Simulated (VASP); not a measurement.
Set up this calculation in VASP 6.6.1, as the native input.

* Task: single point
* Functional: PBE-based screened hybrid with 40 % exact exchange
* Potentials or basis: VASP PAW PBE potentials, release 64 (Cd, S)
* Cutoff: 520 eV
* k mesh: 4 × 4 × 4
* Occupations: fermi-dirac, width 0.05 eV
* Spin: no spin polarisation
* Dipole correction: no
* Grid for exact exchange (PRECFOCK): Normal
* Share of exact exchange: 0.4
* Further INCAR settings: ALGO = Normal; EDIFF = 1e-06; NBANDS = 16
* Screening parameter: 0.2 1/Å

Crystal: CdS.

```
Cd S
1.0
     0.00000    2.91650    2.91650
     2.91650    0.00000    2.91650
     2.91650    2.91650    0.00000
Cd S
1 1
Direct
  0.00000 0.00000 0.00000
  0.75000 0.75000 0.75000
```

These files were run (other wordings do the same):

POSCAR

```
CdS
1.0
    0.0000000000      2.9165000000      2.9165000000
    2.9165000000      0.0000000000      2.9165000000
    2.9165000000      2.9165000000      0.0000000000
Cd S
1 1
Direct
    0.0000000000      0.0000000000      0.0000000000
    0.7500000000      0.7500000000      0.7500000000
```

INCAR.step1

```
SYSTEM = CdS
  PREC = Accurate
  ENCUT = 520
  EDIFF = 1E-5
  ISMEAR = -1
  SIGMA = 0.05
  LREAL = .False.
  LASPH = .True.
  NELM = 80
  ALGO = Normal
  ISIF = 2
  LWAVE = .True.
  LCHARG = .False.
  GGA = PE
  NBANDS = 16
```

INCAR.step2

```
SYSTEM = CdS
  PREC = Accurate
  ENCUT = 520
  EDIFF = 1E-6
  ISMEAR = -1
  SIGMA = 0.05
  LREAL = .False.
  LASPH = .True.
  NELM = 80
  ALGO = Normal
  ISIF = 2
  LWAVE = .False.
  LCHARG = .False.
  GGA = PE
  LHFCALC = .True.
  AEXX = 0.4
  HFSCREEN = 0.2
  PRECFOCK = Normal
  ISTART = 1
  NBANDS = 16
```

KPOINTS

```
regular mesh
0
Gamma
  4 4 4
  0 0 0
```

Potentials or basis: VASP PAW PBE potentials, release 64 (Cd, S).

Launch:

```bash
$ cat potpaw_PBE.64/Cd/POTCAR potpaw_PBE.64/S/POTCAR > POTCAR
$ cp INCAR.step1 INCAR
$ mpirun -np 1 vasp_std > vasp.out
$ cp INCAR.step2 INCAR
$ mpirun -np 1 vasp_std > vasp.out
```

It gave:

```json
{"Pressure": "1.5 GPa", "Band gap on the k mesh": "2.88 eV"}
```

Caveat: the k points lie up to 0.47 Å⁻¹ apart; the PAW data sets were made with another functional, which shifts forces and pressure a little.

Wall time 13 min on 1 thread of AMD EPYC 7R43 64-Core Processor (Zen 3), with other jobs on the host, peak memory 0.24 GiB.
